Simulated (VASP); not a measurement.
Wanted: the native input for a VASP 6.6.1 run.

```
Task                   : single point
Functional             : PBE
Potentials or basis    : VASP PAW PBE potentials, release 64 (Ta_pv, O)
Cutoff                 : 520 eV
k mesh                 : 14 × 14 × 8
Occupations            : gaussian, width 0.15 eV
Spin                   : no spin polarisation
Dipole correction      : no
Further INCAR settings : ALGO = Normal; EDIFF = 1e-06; NBANDS = 33
```

The structure of Ta4O lies in POSCAR:

```
Ta4O
1.0
    3.2547070451      0.0000000000      0.0000000000
    0.0000000000      3.2547070451      0.0000000000
    0.0000000000      0.0000000000      8.1349253266
Ta O
4 1
Direct
    0.0000000000      0.0000000000      0.5000000000
    0.5000000000      0.5000000000      0.7829127297
    0.5000000000      0.5000000000      0.2170872703
    0.0000000000      0.0000000000      0.0000000000
    0.5000000000      0.5000000000      0.5000000000
```

This cell differs from its parent crystal: strain +0.1000 x Voigt [0, 0, 1, 0, 0, 0].

These files were run (other wordings do the same):

INCAR

```
SYSTEM = Ta4O
  PREC = Accurate
  ENCUT = 520
  EDIFF = 1E-6
  ISMEAR = 0
  SIGMA = 0.15
  LREAL = .FALSE.
  LASPH = .TRUE.
  NELM = 60
  ALGO = Normal
  ISIF = 2
  LWAVE = .FALSE.
  LCHARG = .FALSE.
  GGA = PE
  NBANDS = 33
```

KPOINTS

```
Automatic mesh
0
G
  14 14 8
  0 0 0
```

Potentials or basis: VASP PAW PBE potentials, release 64 (Ta_pv, O).

Launch:

```console
$ cat potpaw_PBE.64/Ta_pv/POTCAR potpaw_PBE.64/O/POTCAR > POTCAR
$ mpirun -np 1 vasp_std > vasp.out
```

Results of the run:

The pressure is -16.8 GPa. The largest force is 0.418 eV/Å and the band gap on the k mesh is zero (bands 25 and 26 overlap by 0.74 eV).

Caveat: the cell differs from its parent crystal (strain +0.1000 x Voigt [0, 0, 1, 0, 0, 0]); the stress differs along the axes, from -23 to -14 GPa; spin-orbit coupling is left out, which moves the levels of the heavy elements.

It took 4.8 min on 1 thread of Intel(R) Xeon(R) Platinum 8488C (Sapphire Rapids) (shared host), peak memory 0.48 GiB.
